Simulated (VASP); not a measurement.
A run of VASP 6.6.1:

The input INCAR:

```
PREC = Accurate
ENCUT = 520
EDIFF = 1E-7
ISMEAR = 0
SIGMA = 0.1
LREAL = F
LASPH = T
NELM = 60
ALGO = Normal
ISIF = 2
LWAVE = F
LCHARG = T
GGA = PE
LELF = T
LVHAR = T
NBANDS = 34
```

KPOINTS

```
Automatic mesh
0
Gamma
  4 4 4
```

The input POSCAR:

```
Y3NbO
1.0
    4.5489972500      0.0000000000      0.0000000000
    0.0000000000      4.5489972500      0.0000000000
    0.0000000000      0.0000000000      5.4368556800
Y Nb O
3 1 1
Direct
    0.5000000000      0.5000000000      0.6982851200
    0.5000000000      0.5000000000      0.3017148800
    0.0000000000      0.0000000000      0.0000000000
    0.0000000000      0.0000000000      0.5000000000
    0.5000000000      0.5000000000      0.0000000000
```

Potentials or basis: VASP PAW PBE potentials, release 64 (Y_sv, Nb_sv, O).

Launch:

```console
$ cat potpaw_PBE.64/Y_sv/POTCAR potpaw_PBE.64/Nb_sv/POTCAR potpaw_PBE.64/O/POTCAR > POTCAR
$ mpirun -np 1 vasp_std > vasp.out
```

Hardware: 1 thread of AMD EPYC 7R13 Processor (Zen 3) (shared host).

Estimate the wall time of this run.

Run time: 100 s on 1 thread of AMD EPYC 7R13 Processor (Zen 3), on a shared host, peak memory 0.24 GiB. Counts: scf iterations 18, k points 18.
